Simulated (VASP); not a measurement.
# CaB2 (P6/mmm) in VASP: single point with PBE+D3(BJ)

Aim: the single point of CaB2 with PBE+D3(BJ).

Program: VASP 6.6.1. These are calculated values, not measurements. Logs are shortened: lines on timing, memory, paths and dates and some standing lists are left out, and cuts for length are marked.

### Step 1. The cell of the first run

It takes space group P6/mmm (No. 191, hexagonal). Conventional cell: a = 3.226 Å, b = 3.226 Å, c = 4.067 Å, α = 90.00°, β = 90.00°, γ = 120.00°. Ca (site symmetry 6/mmm) has 12 B at 2.76 Å and 6 Ca at 3.23 Å within 3.6 Å. Within 2.5 Å of B (site symmetry -6m2) lie 3 B at 1.86 Å.

### Step 2. Single point, PBE+D3(BJ)

File INCAR:

```
SYSTEM = CaB2
  ALGO = Normal
  EDIFF = 1E-7
  ENCUT = 520
  GGA = PE
  ISIF = 2
  ISMEAR = 1
  IVDW = 12
  LASPH = .TRUE.
  LCHARG = .FALSE.
  LREAL = .FALSE.
  LWAVE = .FALSE.
  NBANDS = 15
  NELM = 100
  PREC = Accurate
  SIGMA = 0.02
```

File KPOINTS:

```
k-points
0
G
  6 6 4
  0 0 0
```

File POSCAR:

```
CaB2
1.0
    3.2264300000      0.0000000000      0.0000000000
   -1.6132150000      2.7941710000      0.0000000000
    0.0000000000      0.0000000000      4.0673920000
Ca B
1 2
Direct
    0.0000000000      0.0000000000      0.0000000000
    0.3333333333      0.6666666667      0.5000000000
    0.6666666667      0.3333333333      0.5000000000
```

Potentials or basis: VASP PAW PBE potentials, release 64 (Ca_sv, B).

Launch:

```sh
$ cat potpaw_PBE.64/Ca_sv/POTCAR potpaw_PBE.64/B/POTCAR > POTCAR
$ mpirun -np 1 vasp_std > vasp.out
```

OUTCAR:

```text
SYSTEM = CaB2
   EDIFF = 1E-7
   ENCUT = 520
   GGA = PE
   ISIF = 2
   ISMEAR = 1
   IVDW = 12
   LASPH = .TRUE.
   LREAL = .FALSE.
   NELM = 100
   PREC = Accurate
 IVDW          = 12

 ion  position               nearest neighbor table
   1  0.000  0.000  0.000-
   2  0.333  0.667  0.500-   3 1.86   3 1.86   3 1.86
   3  0.667  0.333  0.500-   2 1.86   2 1.86   2 1.86

  LATTYP: Found a hexagonal cell.
 ALAT       =     3.2264300000
 C/A-ratio  =     1.2606478368

  Lattice vectors:

 A1 = (   3.2264300000,   0.0000000000,   0.0000000000)
 A2 = (  -1.6132150000,   2.7941710000,   0.0000000000)
 A3 = (   0.0000000000,   0.0000000000,   4.0673920000)

Analysis of symmetry for initial positions (statically):
=====================================================================
 Subroutine PRICEL returns:
 Original cell was already a primitive cell.

 Routine SETGRP: Setting up the symmetry group for a
 hexagonal supercell.

 Subroutine GETGRP returns: Found 24 space group operations
 (whereof 24 operations were pure point group operations)
 out of a pool of 24 trial point group operations.

The static configuration has the point symmetry D_6h.

Analysis of symmetry for dynamics (positions and initial velocities):
=====================================================================
 Subroutine PRICEL returns:
 Original cell was already a primitive cell.

 Routine SETGRP: Setting up the symmetry group for a
 hexagonal supercell.

 Subroutine GETGRP returns: Found 24 space group operations
 (whereof 24 operations were pure point group operations)
 out of a pool of 24 trial point group operations.

The dynamic configuration has the point symmetry D_6h.

 Subroutine INISYM returns: Found 24 space group operations
 (whereof 24 operations are pure point group operations),
 and found     1 'primitive' translations

----------------------------------------------------------------------------------------

                                     Primitive cell

  volume of cell :      36.6683

  direct lattice vectors                    reciprocal lattice vectors
     3.226430000  0.000000000  0.000000000     0.309940089  0.178943952  0.000000000
    -1.613215000  2.794171000  0.000000000     0.000000000  0.357887903  0.000000000
     0.000000000  0.000000000  4.067392000     0.000000000  0.000000000  0.245857788

  length of vectors
     3.226430000  3.226430569  4.067392000     0.357887966  0.357887903  0.245857788

  position of ions in fractional coordinates (direct lattice)
     0.000000000  0.000000000  0.000000000
     0.333333333  0.666666667  0.500000000
     0.666666667  0.333333333  0.500000000

  ion indices of the primitive-cell ions
   primitive index   ion index
                 1           1
                 2           2
                 3           3

----------------------------------------------------------------------------------------

 KPOINTS: k-points

Automatic generation of k-mesh.
 Grid dimensions read from file:
 generate k-points for:    6    6    4

 Generating k-lattice:

  Cartesian coordinates                     Fractional coordinates (reciprocal lattice)
     0.051656681  0.029823992  0.000000000     0.166666667 -0.000000000  0.000000000
     0.000000000  0.059647984  0.000000000     0.000000000  0.166666667  0.000000000
     0.000000000  0.000000000  0.061464447     0.000000000  0.000000000  0.250000000

  Length of vectors
     0.059647994  0.059647984  0.061464447

  Shift w.r.t. Gamma in fractional coordinates (k-lattice)
     0.000000000  0.000000000  0.000000000

 Subroutine IBZKPT returns following result:
 ===========================================

 Found     21 irreducible k-points:

 Following reciprocal coordinates:
            Coordinates               Weight
  0.000000  0.000000  0.000000      1.000000
  0.166667 -0.000000  0.000000      6.000000
  0.333333 -0.000000  0.000000      6.000000
  0.500000 -0.000000  0.000000      3.000000
  0.166667  0.166667  0.000000      6.000000
  0.333333  0.166667  0.000000     12.000000
[... 13 lines left out ...]
  0.333333  0.166667  0.500000     12.000000
  0.333333  0.333333  0.500000      2.000000
   k-points           NKPTS =     21   k-points in BZ     NKDIM =     21   number of bands    NBANDS=     15
   number of dos      NEDOS =    301   number of ions     NIONS =      3
   total plane-waves  NPLWV =  17280
   dimension x,y,z NGX =    24 NGY =   24 NGZ =   30
   dimension x,y,z NGXF=    48 NGYF=   48 NGZF=   60
   ions per type =               1   2
   NGX,Y,Z   is equivalent  to a cutoff of  12.37, 12.37, 12.26 a.u.
   NGXF,Y,Z  is equivalent  to a cutoff of  24.73, 24.73, 24.52 a.u.
 SYSTEM =  CaB2
   PREC   = accura    normal or accurate (medium, high low for compatibility)
   ISTART =      0    job   : 0-new  1-cont  2-samecut
   ICHARG =      2    charge: 1-file 2-atom 10-const
   ISPIN  =      1    spin polarized calculation?
   LNONCOLLINEAR =      F non collinear calculations
   LSORBIT =      F    spin-orbit coupling
   LASPH  =      T    aspherical Exc in radial PAW
   ENCUT  =  520.0 eV  38.22 Ry    6.18 a.u.   6.00  6.00  7.56*2*pi/ulx,y,z
   NELM   =    100;   NELMIN=  2; NELMDL= -5     # of ELM steps
   EDIFF  = 0.1E-06   stopping-criterion for ELM
   LREAL  =      F    real-space projection
   EDIFFG = 0.1E-05   stopping-criterion for IOM
   NSW    =      0    number of steps for IOM
   IBRION =     -1    ionic relax: 0-MD 1-quasi-New 2-CG
   NFREE  =      0    steps in history (QN), initial steepest desc. (CG)
   ISIF   =      2    stress and relaxation
   ISYM   =      2    0-nonsym 1-usesym 2-fastsym
   POTIM  = 0.5000    time-step for ionic-motion
   TEBEG  =    0.0;   TEEND  =   0.0 temperature during run
   PSTRESS=    0.0 pullay stress
   NELECT =      16.0000    total number of electrons
   NUPDOWN=      -1.0000    fix difference up-down
   EMIN   =  10.00;   EMAX   =-10.00  energy-range for DOS
   EFERMI =   0.00;   METHOD = LEGACY
   ISMEAR =     1;   SIGMA  =   0.02  broadening in eV -4-tet -1-fermi 0-gaus
   EFERMI_NEDOS =   21; number of points for ismear=-14 and -15
   IALGO  =     38    algorithm
   IMIX   =      4    mixing-type and parameters
     AMIX     =   0.40;   BMIX     =  1.00
     AMIX_MAG =   1.60;   BMIX_MAG =  1.00
  volume/ion in A,a.u.               =      12.22        82.48
  Fermi-wavevector in a.u.,A,eV,Ry     =   1.241703  2.346478 20.977822  1.541826
  Thomas-Fermi vector in A             =   2.376089
   LORBIT       =      0    0 simple, 1 ext, 2 COOP (PROOUT), +10 PAW based schemes
   GGA     = PE    functional components
   LHFCALC =     F    Hartree Fock is set to
   AEXX    =    0.0000 exact exchange contribution
   IVDW    =    12    specifies the selected vdW correction
   LEPSILON=     F    determine dielectric tensor
   LRPA    =     F    only Hartree local field effects (RPA)
 non-spin polarized calculation
 Methfessel and Paxton  Order N= 1 SIGMA  =   0.02
  energy-cutoff  :      520.00
  volume of cell :       36.67
 maximum number of plane-waves:      1008
 NGX is ok and might be reduce to    24
   NGX = 11   NGY = 11   NGZ = 15

 number of electron      16.0000003 magnetization

 Free energy of the ion-electron system (eV)
  ---------------------------------------------------
  ext. energy  EPLUGINS =         0.00000000
  ---------------------------------------------------
  free energy    TOTEN  =       -15.71012751 eV

  energy without entropy =      -15.71031554  energy(sigma->0) =      -15.71019019

 E-fermi :   4.6700     XC(G=0): -10.8034

 val. band max:        4.6551481029   @ k =   0.1667  -0.0000   0.2500
 cond. band min:       4.6754895214   @ k =   0.3333   0.3333   0.0000
 fundamental gap:      0.0203414185
 Fermi energy:         4.6699682579

 k-point     1 :       0.0000    0.0000    0.0000
  band No.  band energies     occupation
      1     -35.1633      2.00000
      2     -16.1341      2.00000
      3     -15.9650      2.00000
      4     -15.9650      2.00000
      5      -5.6842      2.00000
      6       2.8930      2.00000
      7       5.0104     -0.00000
      8       5.0853      0.00000
      9       5.0853      0.00000
     10      10.0066      0.00000
     11      10.0066      0.00000
     12      10.8517      0.00000
     13      10.8517      0.00000
     14      11.5935      0.00000
     15      11.7870      0.00000

 k-point     2 :       0.1667   -0.0000    0.0000
  band No.  band energies     occupation
      1     -35.1355      2.00000
      2     -16.1662      2.00000
      3     -16.0947      2.00000
      4     -16.0072      2.00000
      5      -5.2096      2.00000
      6       2.9274      2.00000
      7       3.4440      2.00000
      8       4.6472      2.06844
      9       5.5645      0.00000
     10       8.9912      0.00000
     11      10.0522      0.00000
     12      10.5839      0.00000
     13      10.6168      0.00000
     14      11.5941      0.00000
     15      12.5176      0.00000

 k-point     3 :       0.3333   -0.0000    0.0000
  band No.  band energies     occupation
      1     -35.0792      2.00000
      2     -16.5463      2.00000
      3     -16.0903      2.00000
      4     -16.0150      2.00000
      5      -3.8903      2.00000
      6       0.6875      2.00000
      7       3.0960      2.00000
      8       3.9026      2.00000
      9       5.9062      0.00000
     10       8.7973      0.00000
     11       9.2592      0.00000
     12      10.1100      0.00000
     13      11.0921      0.00000
     14      11.2777      0.00000
     15      13.2418      0.00000
[... 289 lines left out ...]
 k-point    20 :       0.3333    0.1667    0.5000
  band No.  band energies     occupation
      1     -35.0470      2.00000
      2     -16.6084      2.00000
      3     -16.2244      2.00000
      4     -16.0659      2.00000
      5      -2.7138      2.00000
      6      -0.2375      2.00000
      7       2.2245      2.00000
      8       3.3197      2.00000
      9       4.6867      0.00143
     10      10.0741      0.00000
     11      10.9570      0.00000
     12      11.5076      0.00000
     13      11.5665      0.00000
     14      12.5273      0.00000
     15      12.6527      0.00000

 k-point    21 :       0.3333    0.3333    0.5000
  band No.  band energies     occupation
      1     -35.0329      2.00000
      2     -16.4749      2.00000
      3     -16.4749      2.00000
      4     -16.0393      2.00000
      5      -1.4517      2.00000
      6      -1.4517      2.00000
      7       1.3437      2.00000
      8       4.2869      2.00000
      9       4.2869      2.00000
     10      10.5029      0.00000
     11      11.3297      0.00000
     12      11.3297      0.00000
     13      11.7764      0.00000
     14      11.7764      0.00000
     15      13.0168      0.00000

------------------------ aborting loop because EDIFF is reached ----------------------------------------

 Edisp (eV)   -0.84306

 E8    (eV) :    -0.3627

  FORCE on cell =-STRESS in cart. coord.  units (eV):
  Direction    XX          YY          ZZ          XY          YZ          ZX
  --------------------------------------------------------------------------------------
  -------------------------------------------------------------------------------------
  Total      -0.69073    -0.69073    -1.10540     0.00000     0.00000     0.00000
  in kB     -30.18058   -30.18059   -48.29889     0.00000     0.00000     0.00000
  external pressure =      -36.22 kB  Pullay stress =        0.00 kB

 VOLUME and BASIS-vectors are now :
 -----------------------------------------------------------------------------
  energy-cutoff  :      520.00
  volume of cell :       36.67
      direct lattice vectors                 reciprocal lattice vectors
     3.226430000  0.000000000  0.000000000     0.309940089  0.178943952  0.000000000
    -1.613215000  2.794171000  0.000000000     0.000000000  0.357887903  0.000000000
     0.000000000  0.000000000  4.067392000     0.000000000  0.000000000  0.245857788

 POSITION                                       TOTAL-FORCE (eV/Angst)
 -----------------------------------------------------------------------------------
      0.00000      0.00000      0.00000         0.000000      0.000000      0.000000
     -0.00000      1.86278      2.03370        -0.000000      0.000000     -0.000000
      1.61322      0.93139      2.03370         0.000000     -0.000000      0.000000
 -----------------------------------------------------------------------------------
    total drift:                               -0.000000      0.000000      0.000000

  FREE ENERGIE OF THE ION-ELECTRON SYSTEM (eV)
  ---------------------------------------------------
  free  energy   TOTEN  =       -16.5531866374 eV

  energy  without entropy=      -16.5533746677  energy(sigma->0) =      -16.55324931
```

It took 18 s on 1 thread of Intel Xeon 8259CL, shared host; peak memory 0.16 GiB.

Results:

```
Free energy                : -16.5532 eV
Pressure                   : -3.6 GPa
Band gap on the k mesh     : zero (bands 8 and 9 overlap by 1.73 eV)
Dispersion energy per atom : -0.281 eV
```

Caveat: the k points lie up to 0.39 Å⁻¹ apart, too coarse for converged energies and pressures of a metal.

The gap in the log of VASP goes by the Fermi energy; the results here count the filled bands.